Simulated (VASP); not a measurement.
**GaN: single point with r2SCAN**

The system is GaN.

```
Ga N
1.0
     0.00000    2.08722    2.08722
     2.08722    0.00000    2.08722
     2.08722    2.08722    0.00000
Ga N
1 1
Direct
  0.50000 0.50000 0.50000
  0.00000 0.00000 0.00000
```

This cell differs from its parent crystal: volume changed by -3%.

```
Program                : VASP 6.6.1
Task                   : single point
Functional             : r2SCAN
Potentials or basis    : VASP PAW PBE potentials, release 64 (Ga_d, N)
Cutoff                 : 520 eV
k mesh                 : 8 × 8 × 8
Occupations            : gaussian, width 0.01 eV
Spin                   : no spin polarisation
Dipole correction      : no
Further INCAR settings : ALGO = Normal; EDIFF = 1e-06; NBANDS = 16
```

| Item | Value |
| --- | --- |
| Pressure | 9.4 GPa |
| Band gap on the k mesh | 1.38 eV, indirect (least direct gap 3.82 eV) |

Levels at points of the mesh, in eV from the valence-band top:
```
           k point  band 7  band 8  band 9  band 10  band 11  band 12
(0.00, 0.00, 0.00)   -0.55   -0.55   -0.55     3.27    15.70    15.70
(0.50, 0.00, 0.00)   -8.53   -0.16   -0.16     5.56    10.06    10.06
(0.50, 0.50, 0.00)   -7.51   -3.24   -3.24     1.38     8.57    13.48
```

It took 90 s on 1 thread of AMD EPYC 7R13 (shared host), peak memory 0.12 GiB.

Caveat: the PAW data sets were made with another functional, which shifts forces and pressure a little. A k mesh can miss the band edges.
